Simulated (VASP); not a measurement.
# Rh: single point with r2SCAN

Rh:

```xyz
3
Lattice="4.4147 0.0000 0.0000 -2.2074 3.8233 0.0000 0.0000 0.0000 2.7090" Properties=species:S:1:pos:R:3 pbc="T T T"
Rh    2.2074    3.8233    0.0000
Rh    0.0000    2.5488    1.3545
Rh    2.2074    1.2744    1.3545
```

This isn't the form of Rh at room conditions, which is fcc.

```json
{"Program": "VASP 6.6.1", "Task": "single point", "Functional": "r2SCAN", "Potentials or basis": "VASP PAW PBE potentials, release 64 (Rh_pv)", "Cutoff": "520 eV", "k mesh": "10 × 10 × 13", "Occupations": "fermi-dirac, width 0.1 eV", "Spin": "no spin polarisation", "Dipole correction": "no", "Further INCAR settings": "ALGO = Normal; EDIFF = 1e-06; NBANDS = 30"}
```

The pressure is -15.7 GPa and the band gap on the k mesh is zero (an odd number of electrons rules out a gap without spin polarisation).

Stress tensor (GPa, compression positive):
```
-15.89   0.00   0.00
  0.00 -15.89   0.00
  0.00   0.00 -15.35
```

Levels at points of the mesh, in eV from the Fermi level:
```
           k point  band 21  band 22  band 23  band 24  band 25  band 26
(0.00, 0.00, 0.00)    -1.51    -1.42    -1.42     0.66     0.66     8.29
(0.50, 0.00, 0.00)    -0.20     0.04     0.09     0.09     0.44     0.75
```

It took 3.7 min on 1 thread of Intel(R) Xeon(R) Platinum 8488C (Sapphire Rapids), with other jobs on the host, peak memory 0.23 GiB.

Caveat: the cell stands under tension; the PAW data sets were made with another functional, which shifts forces and pressure a little.
